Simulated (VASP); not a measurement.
## ZnSe: relaxation of cell and atoms with PBEsol

ZnSe:

```
Zn Se
1.0
     0.00000    2.69254    2.69254
     2.69254    0.00000    2.69254
     2.69254    2.69254    0.00000
Zn Se
1 1
Direct
  0.00000 0.00000 0.00000
  0.75000 0.75000 0.75000
```

```json
{
 "Program": "VASP 6.6.1",
 "Task": "relaxation of cell and atoms",
 "Functional": "PBEsol",
 "Potentials or basis": "VASP PAW PBE potentials, release 64 (Zn, Se)",
 "Cutoff": "600 eV",
 "k mesh": "10 × 10 × 10",
 "Occupations": "gaussian, width 0.01 eV",
 "Spin": "no spin polarisation",
 "Target pressure": "12 GPa",
 "Dipole correction": "no",
 "Further INCAR settings": "ALGO = Normal; EDIFF = 1e-06; IBRION = 2; EDIFFG = -0.001; NSW = 80; ISIF = 3"
}
```

| Quantity | Value |
| --- | --- |
| Relaxed volume | 19.59 Å³/atom |
| Relaxed cell | a = 3.812 Å, b = 3.812 Å, c = 3.812 Å, α = 60.00°, β = 60.00°, γ = 60.00° |
| Space group after relaxing (to 0.05 Å) | F-43m (No. 216) |
| Energy change on relaxing (the enthalpy is what falls) | -5.2 meV/atom |
| Ionic steps | 5 |
| Pressure after relaxing | 12.0 GPa |
| Band gap on the k mesh | 1.80 eV, direct |

Step by step:
```
step  energy change (eV)  largest force (eV/Å)  pressure (GPa)  volume (Å³)
   1              0.0000                0.0000           12.39        39.04
   2             -0.0203                0.0000           11.54        39.31
   3             -0.0107                0.0000           11.96        39.18
   4             -0.0097                0.0000           12.06        39.17
   5             -0.0103                0.0000           11.99        39.18
```

Final structure:
```xyz
2
Lattice="0.0000 2.6956 2.6956 2.6956 0.0000 2.6956 2.6956 2.6956 0.0000" Properties=species:S:1:pos:R:3 pbc="T T T"
Zn    0.0000    0.0000    0.0000
Se    4.0435    4.0435    4.0435
```

Levels at points of the mesh, in eV from the valence-band top:
```
           k point  band 7  band 8  band 9  band 10  band 11  band 12
(0.00, 0.00, 0.00)    0.00    0.00    0.00     1.80     5.64     5.64
(0.50, 0.00, 0.00)   -6.33   -1.12   -1.12     2.69     6.23     6.23
(0.50, 0.50, 0.00)   -5.47   -2.81   -2.81     2.45     3.27    11.82
```

Run time: 66 s on 1 thread of Intel(R) Xeon(R) Platinum 8488C (Sapphire Rapids), with other jobs on the host, peak memory 0.19 GiB.

Caveat: the cell is relaxed towards a set pressure, so the enthalpy falls and the energy may rise; the PAW data sets were made with another functional, which shifts forces and pressure a little. Zero-point motion and thermal expansion aren't in these numbers.
